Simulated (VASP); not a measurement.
# CuO (Pm-3m) in VASP: notebook

CuO is run at these levels: LDA; tasks: single point.

Everything below comes from runs of VASP 6.6.1. Logs are shortened: lines on timing, memory, paths and dates and some standing lists are left out, and cuts for length are marked.

## Step 1: The cell of the first run

Symmetry: Pm-3m, No. 221, cubic system. Conventional cell: a = 2.553 Å, b = 2.553 Å, c = 2.553 Å, α = 90.00°, β = 90.00°, γ = 90.00°. Within 2.9 Å of Cu (site symmetry m-3m) lie 8 O at 2.21 Å and 6 Cu at 2.55 Å. O (site symmetry m-3m) has 8 Cu at 2.21 Å and 6 O at 2.55 Å within 2.9 Å.

## Step 2: Single point, LDA, collinear spin

File INCAR:

```
SYSTEM = CuO
  PREC = Accurate
  ENCUT = 600
  EDIFF = 1E-6
  ISMEAR = 0
  SIGMA = 0.05
  LREAL = .False.
  LASPH = .True.
  NELM = 200
  ALGO = Normal
  ISIF = 2
  LWAVE = .False.
  LCHARG = .False.
  ISPIN = 2
  MAGMOM = 1 0
  LORBIT = 11
  LMAXMIX = 4
  NBANDS = 20
  GGA_COMPAT = .False.
```

File KPOINTS:

```
Automatic mesh
0
Gamma
  7 7 7
  0 0 0
```

File POSCAR:

```
CuO
1.0
    2.5525506100      0.0000000000      0.0000000000
    0.0000000000      2.5525506100      0.0000000000
    0.0000000000      0.0000000000      2.5525506100
Cu O
1 1
Direct
    0.0000000000      0.0000000000      0.0000000000
    0.5000000000      0.5000000000      0.5000000000
```

Potentials or basis: VASP PAW LDA potentials, release 64 (Cu, O).

On the command line:

```bash
$ cat potpaw_LDA.64/Cu/POTCAR potpaw_LDA.64/O/POTCAR > POTCAR
$ mpirun -np 1 vasp_std > vasp.out
```

OUTCAR:

```text
SYSTEM = CuO
   PREC = Accurate
   ENCUT = 600
   EDIFF = 1E-6
   ISMEAR = 0
   LREAL = .False.
   LASPH = .True.
   NELM = 200
   ISIF = 2
   ISPIN = 2
   LORBIT = 11

 ion  position               nearest neighbor table
   1  0.000  0.000  0.000-   2 2.21   2 2.21   2 2.21   2 2.21   2 2.21   2 2.21   2 2.21   2 2.21

   2  0.500  0.500  0.500-   1 2.21   1 2.21   1 2.21   1 2.21   1 2.21   1 2.21   1 2.21   1 2.21

  LATTYP: Found a simple cubic cell.
 ALAT       =     2.5525506100

  Lattice vectors:

 A1 = (   2.5525506100,   0.0000000000,   0.0000000000)
 A2 = (   0.0000000000,   2.5525506100,   0.0000000000)
 A3 = (   0.0000000000,   0.0000000000,   2.5525506100)

Analysis of symmetry for initial positions (statically):
=====================================================================
 Subroutine PRICEL returns:
 Original cell was already a primitive cell.

 Routine SETGRP: Setting up the symmetry group for a
 simple cubic supercell.

 Subroutine GETGRP returns: Found 48 space group operations
 (whereof 48 operations were pure point group operations)
 out of a pool of 48 trial point group operations.

The static configuration has the point symmetry O_h .

Analysis of symmetry for dynamics (positions and initial velocities):
=====================================================================
 Subroutine PRICEL returns:
 Original cell was already a primitive cell.

 Routine SETGRP: Setting up the symmetry group for a
 simple cubic supercell.

 Subroutine GETGRP returns: Found 48 space group operations
 (whereof 48 operations were pure point group operations)
 out of a pool of 48 trial point group operations.

The dynamic configuration has the point symmetry O_h .

Analysis of structural, dynamic, and magnetic symmetry:
=====================================================================
 Subroutine PRICEL returns:
 Original cell was already a primitive cell.

 Routine SETGRP: Setting up the symmetry group for a
 simple cubic supercell.

 Subroutine GETGRP returns: Found 48 space group operations
 (whereof 48 operations were pure point group operations)
 out of a pool of 48 trial point group operations.

The overall configuration has the point symmetry O_h .

 Subroutine INISYM returns: Found 48 space group operations
 (whereof 48 operations are pure point group operations),
 and found     1 'primitive' translations

----------------------------------------------------------------------------------------

                                     Primitive cell

  volume of cell :      16.6312

  direct lattice vectors                    reciprocal lattice vectors
     2.552550610  0.000000000  0.000000000     0.391765004  0.000000000  0.000000000
     0.000000000  2.552550610  0.000000000     0.000000000  0.391765004  0.000000000
     0.000000000  0.000000000  2.552550610     0.000000000  0.000000000  0.391765004

  length of vectors
     2.552550610  2.552550610  2.552550610     0.391765004  0.391765004  0.391765004

  position of ions in fractional coordinates (direct lattice)
     0.000000000  0.000000000  0.000000000
     0.500000000  0.500000000  0.500000000

  ion indices of the primitive-cell ions
   primitive index   ion index
                 1           1
                 2           2

----------------------------------------------------------------------------------------

 KPOINTS: Automatic mesh

Automatic generation of k-mesh.
 Grid dimensions read from file:
 generate k-points for:    7    7    7

 Generating k-lattice:

  Cartesian coordinates                     Fractional coordinates (reciprocal lattice)
     0.055966429  0.000000000  0.000000000     0.142857143  0.000000000  0.000000000
     0.000000000  0.055966429  0.000000000     0.000000000  0.142857143  0.000000000
     0.000000000  0.000000000  0.055966429     0.000000000  0.000000000  0.142857143

  Length of vectors
     0.055966429  0.055966429  0.055966429

  Shift w.r.t. Gamma in fractional coordinates (k-lattice)
     0.000000000  0.000000000  0.000000000

 Subroutine IBZKPT returns following result:
 ===========================================

 Found     20 irreducible k-points:

 Following reciprocal coordinates:
            Coordinates               Weight
  0.000000  0.000000  0.000000      1.000000
  0.142857  0.000000  0.000000      6.000000
  0.285714  0.000000  0.000000      6.000000
  0.428571  0.000000  0.000000      6.000000
  0.142857  0.142857  0.000000     12.000000
  0.285714  0.142857  0.000000     24.000000
[... 12 lines left out ...]
  0.428571  0.428571  0.285714     24.000000
  0.428571  0.428571  0.428571      8.000000
   k-points           NKPTS =     20   k-points in BZ     NKDIM =     20   number of bands    NBANDS=     20
   number of dos      NEDOS =    301   number of ions     NIONS =      2
   total plane-waves  NPLWV =   8000
   dimension x,y,z NGX =    20 NGY =   20 NGZ =   20
   dimension x,y,z NGXF=    40 NGYF=   40 NGZF=   40
   ions per type =               1   1
   NGX,Y,Z   is equivalent  to a cutoff of  13.03, 13.03, 13.03 a.u.
   NGXF,Y,Z  is equivalent  to a cutoff of  26.05, 26.05, 26.05 a.u.
 SYSTEM =  CuO
   PREC   = accura    normal or accurate (medium, high low for compatibility)
   ISTART =      0    job   : 0-new  1-cont  2-samecut
   ICHARG =      2    charge: 1-file 2-atom 10-const
   ISPIN  =      2    spin polarized calculation?
   LNONCOLLINEAR =      F non collinear calculations
   LSORBIT =      F    spin-orbit coupling
   LASPH  =      T    aspherical Exc in radial PAW
   ENCUT  =  600.0 eV  44.10 Ry    6.64 a.u.   5.10  5.10  5.10*2*pi/ulx,y,z
   NELM   =    200;   NELMIN=  2; NELMDL= -5     # of ELM steps
   EDIFF  = 0.1E-05   stopping-criterion for ELM
   LREAL  =      F    real-space projection
[... 7 lines left out ...]
   TEBEG  =    0.0;   TEEND  =   0.0 temperature during run
   PSTRESS=    0.0 pullay stress
   NELECT =      17.0000    total number of electrons
   NUPDOWN=      -1.0000    fix difference up-down
   EMIN   =  10.00;   EMAX   =-10.00  energy-range for DOS
   EFERMI =   0.00;   METHOD = LEGACY
   ISMEAR =     0;   SIGMA  =   0.05  broadening in eV -4-tet -1-fermi 0-gaus
   EFERMI_NEDOS =   21; number of points for ismear=-14 and -15
   IALGO  =     38    algorithm
   IMIX   =      4    mixing-type and parameters
     AMIX     =   0.40;   BMIX     =  1.00
     AMIX_MAG =   1.60;   BMIX_MAG =  1.00
  volume/ion in A,a.u.               =       8.32        56.12
  Fermi-wavevector in a.u.,A,eV,Ry     =   1.649112  3.116370 37.001994  2.719570
  Thomas-Fermi vector in A             =   2.738287
   LORBIT       =     11    0 simple, 1 ext, 2 COOP (PROOUT), +10 PAW based schemes
   GGA     = CA    functional components
   LHFCALC =     F    Hartree Fock is set to
   AEXX    =    0.0000 exact exchange contribution
   IVDW    =     0    specifies the selected vdW correction
   LEPSILON=     F    determine dielectric tensor
   LRPA    =     F    only Hartree local field effects (RPA)
 spin polarized calculation
 Gauss-broadening in eV      SIGMA  =   0.05
  energy-cutoff  :      600.00
  volume of cell :       16.63
 maximum number of plane-waves:       570
   NGX = 11   NGY = 11   NGZ = 11

 number of electron      16.9999977 magnetization      -0.0169334

 number of electron      16.9999977 magnetization       0.0007358

 Free energy of the ion-electron system (eV)
  ---------------------------------------------------
  ext. energy  EPLUGINS =         0.00000000
  ---------------------------------------------------
  free energy    TOTEN  =       -10.48166109 eV

  energy without entropy =      -10.48138258  energy(sigma->0) =      -10.48152184

 E-fermi :   7.4422     XC(G=0): -13.8293

 val. band max:        7.3133013866   @ k =   0.2857   0.1429   0.0000
 cond. band min:       7.5235438932   @ k =   0.4286   0.2857   0.1429
 fundamental gap:      0.2102425067
 Fermi energy:         7.4422206840

 spin component 1

 k-point     1 :       0.0000    0.0000    0.0000
  band No.  band energies     occupation
      1     -12.4294      1.00000
      2       3.6791      1.00000
      3       3.6791      1.00000
      4       5.3431      1.00000
      5       5.3431      1.00000
      6       5.3431      1.00000
[... 12 lines left out ...]
     19      42.3215      0.00000
     20      42.3215      0.00000

 k-point     2 :       0.1429    0.0000    0.0000
  band No.  band energies     occupation
      1     -12.1880      1.00000
      2       2.8450      1.00000
      3       3.7376      1.00000
      4       4.6246      1.00000
      5       4.6246      1.00000
      6       4.9033      1.00000
[... 406 lines left out ...]
 k-point    20 :       0.4286    0.4286    0.4286
  band No.  band energies     occupation
      1      -9.0597      1.00000
      2       0.8955      1.00000
      3       0.8955      1.00000
      4       1.1159      1.00000
      5       6.0003      1.00000
      6       6.0003      1.00000
[... 12 lines left out ...]
     19      50.5522      0.00000
     20      52.7067      0.00000
 Fermi energy:         7.4422206840

 spin component 2

 k-point     1 :       0.0000    0.0000    0.0000
  band No.  band energies     occupation
      1     -12.4289      1.00000
      2       3.6793      1.00000
      3       3.6793      1.00000
      4       5.3437      1.00000
      5       5.3437      1.00000
      6       5.3437      1.00000
[... 12 lines left out ...]
     19      42.3216      0.00000
     20      42.3216      0.00000

 k-point     2 :       0.1429    0.0000    0.0000
  band No.  band energies     occupation
      1     -12.1876      1.00000
      2       2.8453      1.00000
      3       3.7378      1.00000
      4       4.6250      1.00000
      5       4.6250      1.00000
      6       4.9037      1.00000
[... 406 lines left out ...]
 k-point    20 :       0.4286    0.4286    0.4286
  band No.  band energies     occupation
      1      -9.0592      1.00000
      2       0.8959      1.00000
      3       0.8959      1.00000
      4       1.1163      1.00000
      5       6.0006      1.00000
      6       6.0006      1.00000
[... 12 lines left out ...]
     19      50.5523      0.00000
     20      52.7068      0.00000

------------------------ aborting loop because EDIFF is reached ----------------------------------------

  FORCE on cell =-STRESS in cart. coord.  units (eV):
  Direction    XX          YY          ZZ          XY          YZ          ZX
  --------------------------------------------------------------------------------------
  -------------------------------------------------------------------------------------
  Total        0.1187048      0.1187048      0.1187048      0.0000000      0.0000000      0.0000000
  in kB       11.4355172     11.4355172     11.4355172      0.0000000      0.0000000      0.0000000
  external PRESSURE =      11.4355172 kB  Pullay stress =       0.0000000 kB

 VOLUME and BASIS-vectors are now :
 -----------------------------------------------------------------------------
  energy-cutoff  :      600.00
  volume of cell :       16.63
      direct lattice vectors                 reciprocal lattice vectors
     2.552550610  0.000000000  0.000000000     0.391765004  0.000000000  0.000000000
     0.000000000  2.552550610  0.000000000     0.000000000  0.391765004  0.000000000
     0.000000000  0.000000000  2.552550610     0.000000000  0.000000000  0.391765004

 POSITION                                       TOTAL-FORCE (eV/Angst)
 -----------------------------------------------------------------------------------
      0.00000      0.00000      0.00000         0.000000      0.000000      0.000000
      1.27628      1.27628      1.27628         0.000000      0.000000      0.000000
 -----------------------------------------------------------------------------------
    total drift:                                0.000000      0.000000      0.000000

  FREE ENERGIE OF THE ION-ELECTRON SYSTEM (eV)
  ---------------------------------------------------
  free  energy   TOTEN  =       -10.4816610904 eV

  energy  without entropy=      -10.4813825799  energy(sigma->0) =      -10.48152184

 total charge

# of ion       s       p       d       tot
------------------------------------------
    1        0.319   0.361   9.187   9.867
    2        1.585   3.294   0.000   4.879
--------------------------------------------------
tot          1.904   3.655   9.187  14.746

 magnetization (x)

# of ion       s       p       d       tot
------------------------------------------
    1       -0.000  -0.000   0.000   0.000
    2       -0.000   0.000   0.000   0.000
--------------------------------------------------
tot         -0.000   0.000   0.000   0.000
```

It took 9.5 s on 1 thread of Intel Xeon Platinum 8488C (Sapphire Rapids), shared host; peak memory 0.13 GiB.

What came out:

```
Free energy                                           : -10.4817 eV
Pressure                                              : 1.1 GPa
Net moment                                            : 0.00 μB per cell
Valence electrons inside the program's atomic spheres : Cu 9.87; O 4.88
```

Caveat: semilocal functionals often make such compounds metallic where correlation or magnetic order opens a gap, which also shifts bond lengths. With open d or f shells a metallic result of LDA can be an artefact of self-interaction; +U or a hybrid may open a gap.

(Continued in part 2 of 2.)
